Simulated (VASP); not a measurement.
Cu6H: single point with PBE

Cu6H, a slab with vacuum:

```
CELL_PARAMETERS angstrom
5.13324 0.00000 0.00000
0.00000 5.13324 0.00000
0.00000 0.00000 21.52891
ATOMIC_POSITIONS crystal
Cu 0.25000 0.25000 0.18580
Cu 0.25000 0.75000 0.18580
Cu 0.75000 0.25000 0.18580
Cu 0.75000 0.75000 0.18580
Cu 0.00000 0.00000 0.26776
Cu 0.00000 0.50000 0.26776
Cu 0.50000 0.00000 0.26776
Cu 0.50000 0.50000 0.26776
Cu 0.25000 0.25000 0.34971
Cu 0.25000 0.75000 0.34971
Cu 0.75000 0.25000 0.34971
Cu 0.75000 0.75000 0.34971
H 0.03230 0.00000 0.38548
H 0.46770 0.00000 0.38548
```

- Program: VASP 6.6.1
- Task: single point
- Functional: PBE
- Potentials or basis: VASP PAW PBE potentials, release 64 (Cu, H)
- Cutoff: 520 eV
- k mesh: 5 × 5 × 1
- Occupations: gaussian, width 0.1 eV
- Spin: no spin polarisation

```
Largest force          : 0.713 eV/Å
Band gap on the k mesh : zero (bands 67 and 68 overlap by 0.52 eV)
```

Forces in eV/Å, atoms in the order of the input:
```
Cu   0.000 -0.053 -0.022
Cu   0.000  0.053 -0.022
Cu   0.000 -0.044 -0.026
Cu   0.000  0.044 -0.026
Cu  -0.056  0.000 -0.555
Cu   0.047  0.000 -0.005
Cu   0.056  0.000 -0.555
Cu  -0.047  0.000 -0.005
Cu   0.000 -0.369  0.610
Cu   0.000  0.369  0.610
Cu   0.000 -0.224  0.455
Cu   0.000  0.224  0.455
H   -0.272  0.000 -0.458
H    0.272  0.000 -0.458
```

Levels at points of the mesh, in eV from the Fermi level:
```csv
k point,band 64,band 65,band 66,band 67,band 68,band 69,band 70,band 71
"(0.00, 0.00, 0.00)",-1.08,-0.58,-0.28,-0.27,-0.02,-0.02,0.94,2.37
```

Run time: 15 min on 1 thread of Oxide Virtual Turin-like Processor (shared host), peak memory 0.69 GiB.
